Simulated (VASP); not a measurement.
# Sn2Se3S (Pm) in VASP: relaxation of cell and atoms with PBEsol

Aim: the relaxation of cell and atoms of Sn2Se3S with PBEsol.

All numbers are computed with VASP 6.6.1; they aren't measurements. Logs are shortened: lines on timing, memory, paths and dates and some standing lists are left out, and cuts for length are marked.

### Step 1. The cell of the first run

It takes space group Pm (No. 6, monoclinic). The conventional cell has a = 6.435 Å, b = 3.796 Å, c = 6.575 Å, α = 90.00°, β = 90.00°, γ = 90.00°. Within 3.5 Å of Sn (site symmetry m) lie 2 S at 2.66 Å and 4 Se at 2.66 Å. Within 3.5 Å of Sn (site symmetry m) lie 5 Se at 2.66 Å and 1 S at 2.66 Å. Within 3.5 Å of Se (site symmetry m) lie 3 Sn at 2.66 Å. Within 3.5 Å of Se (site symmetry m) lie 3 Sn at 2.66 Å. Within 3.5 Å of Se (site symmetry m) lie 3 Sn at 2.66 Å. S (site symmetry m) has 3 Sn at 2.66 Å within 3.5 Å.

### Step 2. Relaxation of cell and atoms, PBEsol

INCAR

```
SYSTEM = Sn2Se3S
ALGO     = Normal         ! electronic algorithm
EDIFF    = 1E-7           ! SCF threshold, eV
EDIFFG   = -0.05          ! ionic threshold
ENCUT    = 500            ! plane-wave cutoff, eV
GGA      = PS             ! functional
GGA_COMPAT= .FALSE.      
IBRION   = 2              ! ionic algorithm
ISIF     = 3              ! what is computed and relaxed
ISMEAR   = 0              ! smearing method
LASPH    = .TRUE.         ! aspherical terms in the spheres
LCHARG   = .FALSE.        ! write CHGCAR
LREAL    = .FALSE.        ! projectors in reciprocal space
LWAVE    = .FALSE.        ! write WAVECAR
NELM     = 120            ! most SCF steps
NELMIN   = 4            
NSW      = 100            ! ionic steps
PREC     = Accurate       ! precision mode
SIGMA    = 0.1            ! smearing width, eV
```

KPOINTS

```
k-points
0
G
  6 4 4
  0 0 0
```

POSCAR

```
Sn2Se3S
1.0
   -3.7960041700      0.0000000000      0.0000000000
    0.0000000000      0.0000000000     -6.4351401900
    0.0000000000     -6.5748720900      0.0000000000
Sn Se S
2 3 1
Direct
    0.5000000000      0.0000000000      0.5000000000
    0.0000000000      0.0000000000      0.0000000000
    0.0000000100      0.7653465300      0.6666666600
    0.5000000000      0.7653465300      0.1666666600
    0.4999999900      0.2346534700      0.8333333400
   -0.0000000100      0.2346534700      0.3333333400
```

Potentials or basis: VASP PAW PBE potentials, release 64 (Sn_d, Se, S).

The run is started by

```console
$ cat potpaw_PBE.64/Sn_d/POTCAR potpaw_PBE.64/Se/POTCAR potpaw_PBE.64/S/POTCAR > POTCAR
$ mpirun -np 1 vasp_std > vasp.out
```

OUTCAR:

```text
SYSTEM = Sn2Se3S
   EDIFF = 1E-7
   EDIFFG = -0.05
   ENCUT = 500
   GGA = PS
   IBRION = 2
   ISIF = 3
   ISMEAR = 0
   LASPH = .TRUE.
   LREAL = .FALSE.
   NELM = 120
   NELMIN = 4
   NSW = 100
   PREC = Accurate

 ion  position               nearest neighbor table
   1  0.500  0.000  0.500-   3 2.66   6 2.66   3 2.66   6 2.66   4 2.66   5 2.66
   2  0.000  0.000  0.000-   5 2.66   4 2.66   4 2.66   5 2.66   3 2.66   6 2.66
   3  0.000  0.765  0.667-   1 2.66   1 2.66   2 2.66
   4  0.500  0.765  0.167-   2 2.66   2 2.66   1 2.66
   5  0.500  0.235  0.833-   2 2.66   2 2.66   1 2.66
   6  1.000  0.235  0.333-   1 2.66   1 2.66   2 2.66

  LATTYP: Found a simple orthorhombic cell.
 ALAT       =     3.7960041700
 B/A-ratio  =     1.6952405482
 C/A-ratio  =     1.7320508080

  Lattice vectors:

 A1 = (  -3.7960041700,   0.0000000000,   0.0000000000)
 A2 = (   0.0000000000,   0.0000000000,  -6.4351401900)
 A3 = (   0.0000000000,  -6.5748720900,   0.0000000000)

Analysis of symmetry for initial positions (statically):
=====================================================================
 Subroutine PRICEL returns:
 Original cell was already a primitive cell.

 Routine SETGRP: Setting up the symmetry group for a
 simple orthorhombic supercell.

 Subroutine GETGRP returns: Found  2 space group operations
 (whereof  2 operations were pure point group operations)
 out of a pool of  8 trial point group operations.

The static configuration has the point symmetry C_1h.

Analysis of symmetry for dynamics (positions and initial velocities):
=====================================================================
 Subroutine PRICEL returns:
 Original cell was already a primitive cell.

 Routine SETGRP: Setting up the symmetry group for a
 simple orthorhombic supercell.

 Subroutine GETGRP returns: Found  2 space group operations
 (whereof  2 operations were pure point group operations)
 out of a pool of  8 trial point group operations.

The dynamic configuration has the point symmetry C_1h.

 Subroutine INISYM returns: Found  2 space group operations
 (whereof  2 operations are pure point group operations),
 and found     1 'primitive' translations

----------------------------------------------------------------------------------------

                                     Primitive cell

  volume of cell :     160.6098

  direct lattice vectors                    reciprocal lattice vectors
[... 110 lines left out ...]
   ISMEAR =     0;   SIGMA  =   0.10  broadening in eV -4-tet -1-fermi 0-gaus
   EFERMI_NEDOS =   21; number of points for ismear=-14 and -15
   IALGO  =     38    algorithm
   IMIX   =      4    mixing-type and parameters
     AMIX     =   0.40;   BMIX     =  1.00
     AMIX_MAG =   1.60;   BMIX_MAG =  1.00
  volume/ion in A,a.u.               =      26.77       180.64
  Fermi-wavevector in a.u.,A,eV,Ry     =   1.124135  2.124308 17.193415  1.263680
  Thomas-Fermi vector in A             =   2.260805
   LORBIT       =      0    0 simple, 1 ext, 2 COOP (PROOUT), +10 PAW based schemes
   GGA     = PS    functional components
   LHFCALC =     F    Hartree Fock is set to
   AEXX    =    0.0000 exact exchange contribution
   IVDW    =     0    specifies the selected vdW correction
   LEPSILON=     F    determine dielectric tensor
   LRPA    =     F    only Hartree local field effects (RPA)
 conjugate gradient relaxation of ions
 non-spin polarized calculation
 Gauss-broadening in eV      SIGMA  =   0.10
  energy-cutoff  :      500.00
  volume of cell :      160.61
 maximum number of plane-waves:      4112
   NGX = 13   NGY = 23   NGZ = 23

--------------------------------------- Ionic step        1  -------------------------------------------

 number of electron      52.0000000 magnetization

 Free energy of the ion-electron system (eV)
  ---------------------------------------------------
  ext. energy  EPLUGINS =         0.00000000
  ---------------------------------------------------
  free energy    TOTEN  =       -26.42306056 eV

  energy without entropy =      -26.42306056  energy(sigma->0) =      -26.42306056

------------------------ aborting loop because EDIFF is reached ----------------------------------------

  FORCE on cell =-STRESS in cart. coord.  units (eV):
  Direction    XX          YY          ZZ          XY          YZ          ZX
  --------------------------------------------------------------------------------------
  -------------------------------------------------------------------------------------
  Total        0.5373847      0.3565514      2.3009573      0.0000000     -0.0289599      0.0000000
  in kB        5.3607289      3.5568100     22.9534064      0.0000000     -0.2888924      0.0000000
  external PRESSURE =      10.6236484 kB  Pullay stress =       0.0000000 kB
[... 101 lines left out ...]
  FREE ENERGIE OF THE ION-ELECTRON SYSTEM (eV)
  ---------------------------------------------------
  free  energy   TOTEN  =       -26.5107722949 eV

  energy  without entropy=      -26.5107722907  energy(sigma->0) =      -26.51077229

 E-fermi :   4.0333     XC(G=0):  -9.3776

 val. band max:        3.6850640137   @ k =   0.0000   0.0000   0.5000
 cond. band min:       4.3844537240   @ k =   0.5000   0.5000   0.5000
 fundamental gap:      0.6993897104
 Fermi energy:         4.0333472940

 k-point     1 :       0.0000    0.0000    0.0000
  band No.  band energies     occupation
      1     -17.5055      2.00000
      2     -17.4493      2.00000
      3     -17.4437      2.00000
      4     -17.4224      2.00000
      5     -17.4187      2.00000
      6     -17.4095      2.00000
[... 805 lines left out ...]
     30       8.4016      0.00000
     31       9.0263      0.00000

 [... further k-points ...]

[... ionic steps 4 to 18 ...]

--------------------------------------- Ionic step       19  -------------------------------------------

 number of electron      52.0000005 magnetization

------------------------ aborting loop because EDIFF is reached ----------------------------------------
[... 75 lines left out ...]
--------------------------------------- Ionic step       21  -------------------------------------------

 number of electron      52.0000005 magnetization

 Free energy of the ion-electron system (eV)
  ---------------------------------------------------
  ext. energy  EPLUGINS =         0.00000000
  ---------------------------------------------------
  free energy    TOTEN  =       -26.56671968 eV

  energy without entropy =      -26.56671965  energy(sigma->0) =      -26.56671966

 E-fermi :   4.4587     XC(G=0):  -9.6326

 val. band max:        4.1284571025   @ k =   0.0000   0.0000   0.5000
 cond. band min:       4.7991286349   @ k =   0.5000   0.2500   0.5000
 fundamental gap:      0.6706715324
 Fermi energy:         4.4587475576

 k-point     1 :       0.0000    0.0000    0.0000
  band No.  band energies     occupation
      1     -17.0899      2.00000
      2     -17.0328      2.00000
      3     -17.0307      2.00000
      4     -17.0072      2.00000
      5     -17.0066      2.00000
      6     -16.9953      2.00000
[... 840 lines left out ...]
  FREE ENERGIE OF THE ION-ELECTRON SYSTEM (eV)
  ---------------------------------------------------
  free  energy   TOTEN  =       -26.5667196755 eV

  energy  without entropy=      -26.5667196504  energy(sigma->0) =      -26.56671966

 reached required accuracy - stopping structural energy minimisation
```

It took 17 min on 1 thread of Intel Xeon 6975P-C (Granite Rapids), shared host; peak memory 0.36 GiB.

Results:

```yaml
Free_energy: -26.5667 eV
Relaxed_volume: 25.32 Å³/atom
Relaxed_cell: a = 3.783 Å, b = 6.145 Å, c = 6.535 Å, α = 90.02°, β = 90.00°, γ = 90.00°
Space_group_after_relaxing_to_0.1_Å: Pm (No. 6)
Energy_gained_by_relaxing: 23.9 meV/atom
Ionic_steps: 21
Pressure_after_relaxing: 0.0 GPa
Largest_force_after_relaxing: 0.022 eV/Å
Band_gap_on_the_k_mesh: 0.67 eV (least direct gap 0.86 eV)
```

Forces on the atoms (eV/Å):
```
Sn   0.000  0.011 -0.011
Sn   0.000 -0.014  0.017
Se   0.000  0.001 -0.004
Se   0.000  0.000  0.009
Se   0.000 -0.001  0.009
S    0.000  0.003 -0.020
```

The path:
```
step  energy change (eV)  largest force (eV/Å)  pressure (GPa)  volume (Å³)
   1              0.0000                0.8854            1.06       160.61
   2             -0.0855                0.3817           -1.49       164.76
   3             -0.0877                0.3976           -1.18       164.18
   4             -0.1136                0.3035            0.06       160.59
   5             -0.1136                0.3029            0.09       160.50
   6             -0.1213                0.1461            0.06       160.15
   7             -0.1231                0.1074            0.04       159.89
   8             -0.1256                0.0700           -0.13       159.94
   9             -0.1262                0.0728           -0.26       159.97
  10             -0.1280                0.1322           -0.02       159.04
  11             -0.1282                0.1740            0.11       158.55
  12             -0.1301                0.1521            0.04       158.16
  13             -0.1333                0.1580           -0.12       156.99
  14             -0.1335                0.2117           -0.18       156.57
  15             -0.1349                0.1960           -0.17       156.12
  16             -0.1383                0.1501           -0.14       154.79
  17             -0.1416                0.1061           -0.01       152.14
  18             -0.1416                0.1096            0.00       151.81
  19             -0.1426                0.0789            0.01       151.83
  20             -0.1434                0.0670            0.02       151.87
  21             -0.1437                0.0222           -0.03       151.94
```

Final structure:
```cif
data_structure
_symmetry_space_group_name_H-M 'P 1'
_symmetry_Int_Tables_number 1
_cell_length_a 3.7833
_cell_length_b 6.1453
_cell_length_c 6.5354
_cell_angle_alpha 90.025
_cell_angle_beta 90.000
_cell_angle_gamma 90.000
_cell_volume 151.94
loop_
_atom_site_label
_atom_site_type_symbol
_atom_site_fract_x
_atom_site_fract_y
_atom_site_fract_z
_atom_site_occupancy
Sn1 Sn 0.50000 0.00405 0.49815 1
Sn2 Sn 0.00000 0.00399 0.00197 1
Se1 Se 0.00000 0.74493 0.66673 1
Se2 Se 0.50000 0.74389 0.16679 1
Se3 Se 0.50000 0.26540 0.83373 1
S1 S 0.00000 0.23774 0.33262 1
```

Levels at points of the mesh, in eV from the valence-band top:
| k point | band 24 | band 25 | band 26 | band 27 | band 28 | band 29 |
| --- | --- | --- | --- | --- | --- | --- |
| (0.00, 0.00, 0.00) | -0.28 | -0.22 | -0.21 | 0.96 | 1.16 | 3.04 |
| (0.50, 0.00, 0.00) | -1.96 | -0.98 | -0.90 | 1.52 | 1.54 | 5.66 |
| (0.00, 0.50, 0.00) | -0.64 | -0.16 | -0.14 | 0.72 | 2.44 | 2.99 |
| (0.50, 0.50, 0.00) | -0.74 | -0.58 | -0.53 | 2.07 | 2.24 | 4.36 |
| (0.00, 0.00, 0.50) | -0.31 | -0.25 | 0.00 | 1.88 | 1.99 | 3.79 |
| (0.50, 0.00, 0.50) | -1.33 | -0.41 | -0.28 | 1.01 | 1.27 | 3.70 |
| (0.00, 0.50, 0.50) | -1.41 | -0.52 | -0.37 | 1.57 | 1.66 | 4.35 |
| (0.50, 0.50, 0.50) | -0.92 | -0.76 | -0.71 | 0.70 | 0.75 | 4.06 |

Caveat: the PAW data sets were made with another functional, which shifts forces and pressure a little; spin-orbit coupling is left out, which moves the levels of the heavy elements; this functional lacks dispersion, which binds the layers, so the pressure and a relaxed spacing across them are unreliable; the relaxation stopped at a loose force limit of 0.05 eV/Å, so its end isn't a converged minimum. A k mesh can miss the band edges.
